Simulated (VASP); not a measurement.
# TiO2 (Fm-3m) in VASP: single point with PBE-based screened hybrid with 50 % exact exchange

Aim: the single point of TiO2 with PBE-based screened hybrid with 50 % exact exchange.

Everything below comes from runs of VASP 6.6.1. Logs are shortened: lines on timing, memory, paths and dates and some standing lists are left out, and cuts for length are marked.

### Step 1. The cell of the first run

The structure is cubic, space group Fm-3m (No. 225). The conventional cell has a = 4.794 Å, b = 4.794 Å, c = 4.794 Å, α = 90.00°, β = 90.00°, γ = 90.00°. Within 2.7 Å of Ti (site symmetry m-3m) lie 8 O at 2.08 Å. O (site symmetry -43m) has 4 Ti at 2.08 Å and 6 O at 2.40 Å within 2.7 Å.

### Step 2. Single point, PBE-based screened hybrid with 50 % exact exchange

Contents of POSCAR:

```
TiO2
1.0
    0.0000000000      2.3968272579      2.3968272579
    2.3968272579      0.0000000000      2.3968272579
    2.3968272579      2.3968272579      0.0000000000
Ti O
1 2
Direct
    0.0000000000      0.0000000000      0.0000000000
    0.2500000000      0.2500000000      0.2500000000
    0.7500000000      0.7500000000      0.7500000000
```

Contents of INCAR.step1:

```
SYSTEM = TiO2
PREC = Accurate ; ENCUT = 1000
EDIFF = 1E-5 ; ISMEAR = 0
SIGMA = 0.01 ; LREAL = .False.
LASPH = .True. ; NELM = 120
ALGO = Normal ; ISIF = 2
LWAVE = .True. ; GGA = PE
NBANDS = 19 ; GGA_COMPAT = .False.
```

Contents of INCAR.step2:

```
SYSTEM = TiO2
PREC = Accurate ; ENCUT = 1000
EDIFF = 1E-6 ; ISMEAR = 0
SIGMA = 0.01 ; LREAL = .False.
LASPH = .True. ; NELM = 120
ALGO = Normal ; ISIF = 2
LWAVE = .False. ; LCHARG = .True.
GGA = PE ; LHFCALC = .True.
AEXX = 0.5 ; HFSCREEN = 0.2078
PRECFOCK = Normal ; LELF = .True.
LVHAR = .True. ; ISTART = 1
NBANDS = 19 ; GGA_COMPAT = .False.
```

Contents of KPOINTS:

```
regular mesh
0
Gamma
  4 4 4
  0 0 0
```

Potentials or basis: VASP PAW PBE potentials, release 64 (Ti_sv, O_h).

On the command line:

```console
cat potpaw_PBE.64/Ti_sv/POTCAR potpaw_PBE.64/O_h/POTCAR > POTCAR
cp INCAR.step1 INCAR
mpirun -np 1 vasp_std > vasp.out
cp INCAR.step2 INCAR
mpirun -np 1 vasp_std > vasp.out
```

OUTCAR:

```text
SYSTEM = TiO2
   PREC = Accurate
   ENCUT = 1000
   EDIFF = 1E-6
   ISMEAR = 0
   LREAL = .False.
   LASPH = .True.
   NELM = 120
   ISIF = 2
   GGA = PE
   LHFCALC = .True.
   AEXX = 0.5
   HFSCREEN = 0.2078
   PRECFOCK = Normal
   ISTART = 1

 ion  position               nearest neighbor table
   1  0.000  0.000  0.000-   3 2.08   3 2.08   3 2.08   2 2.08   3 2.08   2 2.08   2 2.08   2 2.08

   2  0.250  0.250  0.250-   1 2.08   1 2.08   1 2.08   1 2.08
   3  0.750  0.750  0.750-   1 2.08   1 2.08   1 2.08   1 2.08

  LATTYP: Found a face centered cubic cell.
 ALAT       =     4.7936545158

  Lattice vectors:

 A1 = (   0.0000000000,   2.3968272579,   2.3968272579)
 A2 = (   2.3968272579,   0.0000000000,   2.3968272579)
 A3 = (   2.3968272579,   2.3968272579,   0.0000000000)

Analysis of symmetry for initial positions (statically):
=====================================================================
 Subroutine PRICEL returns:
 Original cell was already a primitive cell.

 Routine SETGRP: Setting up the symmetry group for a
 face centered cubic supercell.

 Subroutine GETGRP returns: Found 48 space group operations
 (whereof 48 operations were pure point group operations)
 out of a pool of 48 trial point group operations.

The static configuration has the point symmetry O_h .

Analysis of symmetry for dynamics (positions and initial velocities):
=====================================================================
 Subroutine PRICEL returns:
 Original cell was already a primitive cell.

 Routine SETGRP: Setting up the symmetry group for a
 face centered cubic supercell.

 Subroutine GETGRP returns: Found 48 space group operations
 (whereof 48 operations were pure point group operations)
 out of a pool of 48 trial point group operations.

The dynamic configuration has the point symmetry O_h .

 Subroutine INISYM returns: Found 48 space group operations
 (whereof 48 operations are pure point group operations),
 and found     1 'primitive' translations

----------------------------------------------------------------------------------------

                                     Primitive cell

  volume of cell :      27.5385

  direct lattice vectors                    reciprocal lattice vectors
     0.000000000  2.396827258  2.396827258    -0.208609110  0.208609110  0.208609110
     2.396827258  0.000000000  2.396827258     0.208609110 -0.208609110  0.208609110
     2.396827258  2.396827258  0.000000000     0.208609110  0.208609110 -0.208609110

  length of vectors
     3.389625615  3.389625615  3.389625615     0.361321577  0.361321577  0.361321577

  position of ions in fractional coordinates (direct lattice)
     0.000000000  0.000000000  0.000000000
     0.250000000  0.250000000  0.250000000
     0.750000000  0.750000000  0.750000000

  ion indices of the primitive-cell ions
   primitive index   ion index
                 1           1
                 2           2
                 3           3

----------------------------------------------------------------------------------------

 KPOINTS: regular mesh

Automatic generation of k-mesh.
 Grid dimensions read from file:
 generate k-points for:    4    4    4

 Generating k-lattice:

  Cartesian coordinates                     Fractional coordinates (reciprocal lattice)
    -0.052152277  0.052152277  0.052152277     0.250000000  0.000000000  0.000000000
     0.052152277 -0.052152277  0.052152277     0.000000000  0.250000000  0.000000000
     0.052152277  0.052152277 -0.052152277     0.000000000  0.000000000  0.250000000

  Length of vectors
     0.090330394  0.090330394  0.090330394

  Shift w.r.t. Gamma in fractional coordinates (k-lattice)
     0.000000000  0.000000000  0.000000000

 Subroutine IBZKPT returns following result:
 ===========================================

 Found      8 irreducible k-points:

 Following reciprocal coordinates:
            Coordinates               Weight
  0.000000  0.000000  0.000000      1.000000
  0.250000  0.000000  0.000000      8.000000
  0.500000  0.000000  0.000000      4.000000
  0.250000  0.250000  0.000000      6.000000
  0.500000  0.250000  0.000000     24.000000
 -0.250000  0.250000  0.000000     12.000000
  0.500000  0.500000  0.000000      3.000000
 -0.250000  0.500000  0.250000      6.000000
   k-points           NKPTS =      8   k-points in BZ     NKDIM =     64   number of bands    NBANDS=     19
   number of dos      NEDOS =    301   number of ions     NIONS =      3
   total plane-waves  NPLWV =  46656
   dimension x,y,z NGX =    36 NGY =   36 NGZ =   36
   dimension x,y,z NGXF=    72 NGYF=   72 NGZF=   72
   ions per type =               1   2
   NGX,Y,Z   is equivalent  to a cutoff of  17.66, 17.66, 17.66 a.u.
   NGXF,Y,Z  is equivalent  to a cutoff of  35.31, 35.31, 35.31 a.u.
 SYSTEM =  TiO2
   PREC   = accura    normal or accurate (medium, high low for compatibility)
   ISTART =      1    job   : 0-new  1-cont  2-samecut
   ICHARG =      0    charge: 1-file 2-atom 10-const
   ISPIN  =      1    spin polarized calculation?
   LNONCOLLINEAR =      F non collinear calculations
   LSORBIT =      F    spin-orbit coupling
   LASPH  =      T    aspherical Exc in radial PAW
   ENCUT  = 1000.0 eV  73.50 Ry    8.57 a.u.   8.74  8.74  8.74*2*pi/ulx,y,z
   NELM   =    120;   NELMIN=  2; NELMDL=  0     # of ELM steps
   EDIFF  = 0.1E-05   stopping-criterion for ELM
   LREAL  =      F    real-space projection
   EDIFFG = 0.1E-04   stopping-criterion for IOM
   NSW    =      0    number of steps for IOM
   IBRION =     -1    ionic relax: 0-MD 1-quasi-New 2-CG
   NFREE  =      0    steps in history (QN), initial steepest desc. (CG)
   ISIF   =      2    stress and relaxation
   ISYM   =      3    0-nonsym 1-usesym 2-fastsym
   POTIM  = 0.5000    time-step for ionic-motion
   TEBEG  =    0.0;   TEEND  =   0.0 temperature during run
   PSTRESS=    0.0 pullay stress
   NELECT =      24.0000    total number of electrons
   NUPDOWN=      -1.0000    fix difference up-down
   EMIN   =  10.00;   EMAX   =-10.00  energy-range for DOS
   EFERMI =   0.00;   METHOD = LEGACY
   ISMEAR =     0;   SIGMA  =   0.01  broadening in eV -4-tet -1-fermi 0-gaus
   EFERMI_NEDOS =   21; number of points for ismear=-14 and -15
   IALGO  =     38    algorithm
   IMIX   =      1    mixing-type and parameters
     AMIX     =   0.40;   BMIX     =  1.00
     AMIX_MAG =   1.60;   BMIX_MAG =  1.00
  volume/ion in A,a.u.               =       9.18        61.95
  Fermi-wavevector in a.u.,A,eV,Ry     =   1.563742  2.955044 33.270189  2.445290
  Thomas-Fermi vector in A             =   2.666469
   LORBIT       =      0    0 simple, 1 ext, 2 COOP (PROOUT), +10 PAW based schemes
   GGA     = PE    functional components
   LHFCALC =     T    Hartree Fock is set to
   PRECFOCK=normal    Normal, Fast or Accurate (Low or Medium for compatibility)
   ENCUT4O =  -1.0   cutoff for four orbital integrals eV
   NKREDX  =     1    reduce k-point grid by
   NKREDY  =     1    reduce k-point grid by
   NKREDZ  =     1    reduce k-point grid by
   AEXX    =    0.5000 exact exchange contribution
   HFSCREEN=    0.2078 screening length (either q_TF or 0.3 A-1)
   HFSCREENC=   0.2078 screening length for correlation (either q_TF or 0.3 A-1)
   ENCUTFOCK=  -1.0 apply spherical cutoff to Coloumb kernel
   IVDW    =     0    specifies the selected vdW correction
   LEPSILON=     F    determine dielectric tensor
   LRPA    =     F    only Hartree local field effects (RPA)
 non-spin polarized calculation
 Gauss-broadening in eV      SIGMA  =   0.01
  energy-cutoff  :     1000.00
  volume of cell :       27.54
 maximum number of plane-waves:      2006
 NGX is ok and might be reduce to    36
  NGX = 28; NGY = 28; NGZ = 28

 number of electron      24.0000000 magnetization

 Free energy of the ion-electron system (eV)
  ---------------------------------------------------
  ext. energy  EPLUGINS =         0.00000000
  ---------------------------------------------------
  free energy    TOTEN  =       -38.95332086 eV

  energy without entropy =      -38.95332086  energy(sigma->0) =      -38.95332086

 E-fermi :   6.4257     XC(G=0):  -7.7983

 val. band max:        6.2694650417   @ k =   0.5000   0.5000   0.0000
 cond. band min:      10.5799636226   @ k =   0.0000   0.0000   0.0000
 fundamental gap:      4.3104985809
 Fermi energy:         6.4257298165

 k-point     1 :       0.0000    0.0000    0.0000
  band No.  band energies     occupation
      1     -60.3411      2.00000
      2     -33.0370      2.00000
      3     -33.0370      2.00000
      4     -33.0369      2.00000
      5     -17.2624      2.00000
      6     -12.8798      2.00000
[... 11 lines left out ...]
     18      16.8824      0.00000
     19      23.4511      0.00000

 k-point     2 :       0.2500    0.0000    0.0000
  band No.  band energies     occupation
      1     -60.3287      2.00000
      2     -33.1937      2.00000
      3     -33.0580      2.00000
      4     -33.0580      2.00000
      5     -16.4945      2.00000
      6     -13.7012      2.00000
[... 11 lines left out ...]
     18      18.9150      0.00000
     19      23.5759      0.00000

 k-point     3 :       0.5000    0.0000    0.0000
  band No.  band energies     occupation
      1     -60.3162      2.00000
      2     -33.3443      2.00000
      3     -33.0793      2.00000
      4     -33.0793      2.00000
      5     -15.4599      2.00000
      6     -14.6116      2.00000
[... 11 lines left out ...]
     18      19.6194      0.00000
     19      24.8426      0.00000

 k-point     4 :       0.2500    0.2500    0.0000
  band No.  band energies     occupation
      1     -60.3244      2.00000
      2     -33.1991      2.00000
      3     -33.0878      2.00000
      4     -33.0878      2.00000
      5     -16.2308      2.00000
      6     -13.8851      2.00000
[... 11 lines left out ...]
     18      18.7077      0.00000
     19      23.4265      0.00000

 k-point     5 :       0.5000    0.2500    0.0000
  band No.  band energies     occupation
      1     -60.3119      2.00000
      2     -33.2994      2.00000
      3     -33.1590      2.00000
      4     -33.1085      2.00000
      5     -15.2345      2.00000
      6     -14.6218      2.00000
[... 11 lines left out ...]
     18      20.5206      0.00000
     19      24.7825      0.00000

 k-point     6 :      -0.2500    0.2500    0.0000
  band No.  band energies     occupation
      1     -60.3161      2.00000
      2     -33.2573      2.00000
      3     -33.1679      2.00000
      4     -33.0788      2.00000
      5     -15.5918      2.00000
      6     -14.4010      2.00000
[... 11 lines left out ...]
     18      20.3831      0.00000
     19      24.6880      0.00000

 k-point     7 :       0.5000    0.5000    0.0000
  band No.  band energies     occupation
      1     -60.3076      2.00000
      2     -33.3526      2.00000
      3     -33.1376      2.00000
      4     -33.1376      2.00000
      5     -14.9779      2.00000
      6     -14.6741      2.00000
[... 11 lines left out ...]
     18      21.2869      0.00000
     19      23.7484      0.00000

 k-point     8 :      -0.2500    0.5000    0.2500
  band No.  band energies     occupation
      1     -60.3077      2.00000
      2     -33.2464      2.00000
      3     -33.2464      2.00000
      4     -33.1378      2.00000
      5     -14.8382      2.00000
      6     -14.8382      2.00000
[... 11 lines left out ...]
     18      21.2075      0.00000
     19      26.0139      0.00000

------------------------ aborting loop because EDIFF is reached ----------------------------------------

  FORCE on cell =-STRESS in cart. coord.  units (eV):
  Direction    XX          YY          ZZ          XY          YZ          ZX
  --------------------------------------------------------------------------------------
  -------------------------------------------------------------------------------------
  Total       -2.0540165     -2.0540165     -2.0540165      0.0000000      0.0000000     -0.0000000
  in kB     -119.5017622   -119.5017622   -119.5017622      0.0000000      0.0000000     -0.0000000
  external PRESSURE =    -119.5017622 kB  Pullay stress =       0.0000000 kB

 VOLUME and BASIS-vectors are now :
 -----------------------------------------------------------------------------
  energy-cutoff  :     1000.00
  volume of cell :       27.54
      direct lattice vectors                 reciprocal lattice vectors
     0.000000000  2.396827258  2.396827258    -0.208609110  0.208609110  0.208609110
     2.396827258  0.000000000  2.396827258     0.208609110 -0.208609110  0.208609110
     2.396827258  2.396827258  0.000000000     0.208609110  0.208609110 -0.208609110

 POSITION                                       TOTAL-FORCE (eV/Angst)
 -----------------------------------------------------------------------------------
      0.00000      0.00000      0.00000        -0.000000     -0.000000      0.000000
      1.19841      1.19841      1.19841         0.000000      0.000000      0.000000
      3.59524      3.59524      3.59524        -0.000000     -0.000000     -0.000000
 -----------------------------------------------------------------------------------
    total drift:                                0.000000      0.000000      0.000000

  FREE ENERGIE OF THE ION-ELECTRON SYSTEM (eV)
  ---------------------------------------------------
  free  energy   TOTEN  =       -38.9533208602 eV

  energy  without entropy=      -38.9533208602  energy(sigma->0) =      -38.95332086
```

It took 32 min on 1 thread of Intel Xeon Platinum 8259CL at 2.50GHz (Skylake/Cascade Lake), shared host; peak memory 0.33 GiB.

Results:

```yaml
Free_energy: -38.9533 eV
Pressure: -12.0 GPa
Band_gap_on_the_k_mesh: 4.31 eV (least direct gap 4.98 eV)
```

Levels at points of the mesh, in eV from the valence-band top:
| k point | band 9 | band 10 | band 11 | band 12 | band 13 | band 14 | band 15 | band 16 |
| --- | --- | --- | --- | --- | --- | --- | --- | --- |
| (0.00, 0.00, 0.00) | -7.19 | -1.13 | -1.13 | -1.13 | 4.31 | 4.31 | 8.70 | 8.70 |
| (0.50, 0.00, 0.00) | -4.12 | -4.06 | -3.17 | -3.17 | 4.64 | 4.64 | 5.78 | 8.33 |
| (0.50, 0.50, 0.00) | -5.67 | -2.49 | -2.49 | 0.00 | 4.98 | 5.30 | 5.80 | 7.18 |

Caveat: the k points lie up to 0.57 Å⁻¹ apart; the structure was generated, so it needn't be the stable form of TiO2; the PAW data sets were made with another functional, which shifts forces and pressure a little.
